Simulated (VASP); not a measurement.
Runs of VASP 6.6.1 on V. The structure is cubic, space group Im-3m (No. 229). The conventional cell has a = 3.028 Å, b = 3.028 Å, c = 3.028 Å, α = 90.00°, β = 90.00°, γ = 90.00°. Within 3.5 Å of V (site symmetry m-3m) lie 14 V at 2.62 to 3.03 Å. 

```tsv
spin	fixed moment (μB)	pressure (GPa)	moment (μB)
collinear, ferromagnetic start	1.05	-0.7	1.05
collinear, ferromagnetic start	0.9	(b)	0.90
collinear, ferromagnetic start	0.45	-6.2	0.45
collinear, ferromagnetic start	0.3	-6.7	0.30
collinear, ferromagnetic start	0.15	-7.0	0.15
collinear, ferromagnetic start	-	-7.1	0.00
collinear, zero start	0.0	-7.1	0.00
collinear, ferromagnetic start	0.6	(c)	0.60
collinear, ferromagnetic start	0.75	(a)	0.75
collinear, ferromagnetic start	1.2	1.7	1.20
```

Alike in all rows: task single point; level r2SCAN; potentials or basis VASP PAW PBE potentials, release 64 (V_sv); cell as given; k mesh 13 × 13 × 13; cutoff (eV) 520; smearing fermi-dirac 0.1 eV.

Fill in the values left out.

(a) -4.1; (b) -2.5; (c) -5.3.

Caveats: the PAW data sets were made with another functional, which shifts forces and pressure a little; the total moment is fixed, so each spin has its own Fermi level (some runs).
